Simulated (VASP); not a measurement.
A run of VASP 6.6.1 is set up as follows.

INCAR

```
PREC = Accurate
ENCUT = 520
EDIFF = 1E-7
ISMEAR = 0
SIGMA = 0.15
LREAL = False
LASPH = True
NELM = 80
ALGO = Fast
ISIF = 2
LWAVE = False
LCHARG = False
GGA = PS
NBANDS = 12
```

Contents of KPOINTS:

```
regular mesh
0
Gamma
  20 20 20
```

POSCAR

```
In
1.0
   -1.6505422500      1.6505422500      2.4368407500
    1.6505422500     -1.6505422500      2.4368407500
    1.6505422500      1.6505422500     -2.4368407500
In
1
Direct
    0.0000000000      0.0000000000      0.0000000000
```

Potentials or basis: VASP PAW PBE potentials, release 64 (In_d).

Run with:

```sh
$ cat potpaw_PBE.64/In_d/POTCAR > POTCAR
$ mpirun -np 1 vasp_std > vasp.out
```

Question: What does it give for the pressure?

Answer: -1.5 GPa.

Question: Estimate the band gap on the k mesh.

Answer: Zero (an odd number of electrons rules out a gap without spin polarisation).

Caveat: the cell differs from its parent crystal (strain +0.015 along x and y, -0.015 along z); the PAW data sets were made with another functional, which shifts forces and pressure a little; spin-orbit coupling is left out, which moves the levels of the heavy elements.
